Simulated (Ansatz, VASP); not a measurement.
**In: VASP beside Ansatz**

```
CELL_PARAMETERS angstrom
1.70303 0.98324 8.20746
-1.70303 0.98324 8.20746
0.00000 -1.96649 8.20746
ATOMIC_POSITIONS crystal
In 0.00000 0.00000 0.00000
In 0.77801 0.77801 0.77801
In 0.22199 0.22199 0.22199
```

Change from the starting cell: equal xx and yy strain of +2 %.

Alike in both runs: task single point; functional PBE; k mesh 14 × 14 × 14; occupations fermi-dirac, width 0.05 eV; no spin polarisation.

|  | VASP | Ansatz |
| --- | --- | --- |
| version | VASP 6.6.1 | Ansatz 0.2.0 |
| potentials or method | VASP PAW PBE potentials, release 64 (In_d), cutoff 520 eV | all-electron LAPW, scalar-relativistic |

```tsv
	VASP	Ansatz	Ansatz less VASP
pressure (GPa)	0.1	0.2	+0.04
traceless stress, the component that is largest in VASP (GPa)	0.31	0.31	-0.002
```

Ansatz ran all-electron here, and VASP with PAW potentials.
